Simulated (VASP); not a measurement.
Wanted: the native input for a VASP 6.6.1 run.

| Property | Result |
| --- | --- |
| Task | single point |
| Functional | PBE |
| Potentials or basis | VASP PAW PBE potentials, release 64 (Ag) |
| Cutoff | 520 eV |
| k mesh | 14 × 14 × 4 |
| Occupations | fermi-dirac, width 0.08 eV |
| Spin | no spin polarisation |
| Dipole correction | no |
| Further INCAR settings | ALGO = Normal; EDIFF = 1e-06; NBANDS = 30 |

The structure of Ag lies in POSCAR:

```
Ag
1.0
    2.8471914389      0.0000000000      0.0000000000
   -1.4235957195      2.4657401156      0.0000000000
    0.0000000000      0.0000000000      9.8648482973
Ag
4
Direct
    0.3333333333      0.6666666667      0.2500000000
    0.6666666667      0.3333333333      0.7500000000
    0.0000000000      0.0000000000      0.0000000000
    0.0000000000      0.0000000000      0.5000000000
```

This isn't the form of Ag at room conditions, which is fcc.

The input as run:

INCAR

```
SYSTEM = Ag
PREC = Accurate
ENCUT = 520
EDIFF = 1E-6
ISMEAR = -1
SIGMA = 0.08
LREAL = .FALSE.
LASPH = .TRUE.
NELM = 60
ALGO = Normal
ISIF = 2
LWAVE = .FALSE.
LCHARG = .FALSE.
GGA = PE
NBANDS = 30
```

KPOINTS

```
Automatic mesh
0
G
  14 14 4
  0 0 0
```

Potentials or basis: VASP PAW PBE potentials, release 64 (Ag).

Command:

```bash
$ cat potpaw_PBE.64/Ag/POTCAR > POTCAR
$ mpirun -np 1 vasp_std > vasp.out
```

It gave:

```json
{
  "Pressure": "3.5 GPa",
  "Band gap on the k mesh": "zero (bands 22 and 23 overlap by 6.22 eV)"
}
```

Caveat: the cell stands under pressure.

It took 53 s on 1 thread of Intel(R) Xeon(R) 6975P-C (Granite Rapids), with other jobs on the host, peak memory 0.26 GiB.
